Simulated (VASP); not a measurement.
Here is a VASP 6.6.1 calculation.

File INCAR:

```
SYSTEM = Rh
  PREC = Accurate
  ENCUT = 520
  EDIFF = 1E-7
  ISMEAR = 0
  SIGMA = 0.15
  LREAL = .FALSE.
  LASPH = .TRUE.
  NELM = 100
  ALGO = Fast
  ISIF = 2
  LWAVE = .FALSE.
  LCHARG = .FALSE.
  GGA = CA
  NBANDS = 14
```

KPOINTS

```
regular mesh
0
G
  22 22 22
  0 0 0
```

Contents of POSCAR:

```
Rh
1.0
    0.0000000000      1.8293254339      1.9762202662
    1.8293254339      0.0000000000      1.9762202662
    1.8293254339      1.8293254339      0.0000000000
Rh
1
Direct
    0.0000000000      0.0000000000      0.0000000000
```

Potentials or basis: VASP PAW LDA potentials, release 64 (Rh_pv).

Command:

```sh
$ cat potpaw_LDA.64/Rh_pv/POTCAR > POTCAR
$ mpirun -np 1 vasp_std > vasp.out
```

(1) Estimate the band gap on the k mesh.

(2) Predict the pressure.

Answers

(1) zero (an odd number of electrons rules out a gap without spin polarisation).

(2) 2.0 GPa.

Caveat: the stress differs along the axes, from -13 to 9 GPa.
